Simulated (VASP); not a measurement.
A run of VASP 6.6.1 is set up as follows.

Contents of INCAR:

```
PREC     = Accurate       # precision mode
ENCUT    = 520            # plane-wave cutoff, eV
EDIFF    = 1E-7           # SCF threshold, eV
ISMEAR   = -1             # smearing method
SIGMA    = 0.05           # smearing width, eV
LREAL    = F              # projectors in reciprocal space
LASPH    = T              # aspherical terms in the spheres
NELM     = 80             # most SCF steps
ALGO     = Normal         # electronic algorithm
ISIF     = 2              # what is computed and relaxed
LWAVE    = F              # write WAVECAR
LCHARG   = T              # write CHGCAR
GGA      = RE             # functional
IVDW     = 12             # dispersion correction
LELF     = T              # ELF
LVHAR    = T            
NBANDS   = 26             # bands
```

The input KPOINTS:

```
regular mesh
0
Gamma
  12 12 4
```

The input POSCAR:

```
C
1.0
    2.5051726443      0.0000000000      0.0000000000
   -1.2525863222      2.1695431509      0.0000000000
    0.0000000000      0.0000000000      8.1818157839
C
8
Direct
    0.6666666667      0.3333333333      0.8437500000
    0.3333333333      0.6666666667      0.3437500000
    0.6666666667      0.3333333333      0.6562500000
    0.3333333333      0.6666666667      0.1562500000
    0.0000000000      0.0000000000      0.9062500000
    0.0000000000      0.0000000000      0.4062500000
    0.0000000000      0.0000000000      0.5937500000
    0.0000000000      0.0000000000      0.0937500000
```

Potentials or basis: VASP PAW PBE potentials, release 64 (C).

Run with:

```sh
$ cat potpaw_PBE.64/C/POTCAR > POTCAR
$ mpirun -np 1 vasp_std > vasp.out
```

Q: Estimate the largest force.

A: 0.338 eV/Å.

Q: Predict the pressure.

A: 5.4 GPa.

Q: What does it give for the dispersion energy per atom?

A: -0.403 eV.

Q: Estimate the band gap on the k mesh.

A: 4.45 eV (least direct gap 5.23 eV).

Stress tensor (GPa, compression positive):
```
 1.12  0.00  0.00
 0.00  1.12  0.00
 0.00  0.00 14.06
```

Caveat: the cell stands under pressure; the PAW data sets were made with another functional, which shifts forces and pressure a little. revPBE gaps usually lie below the measured ones, often by a third to a half.
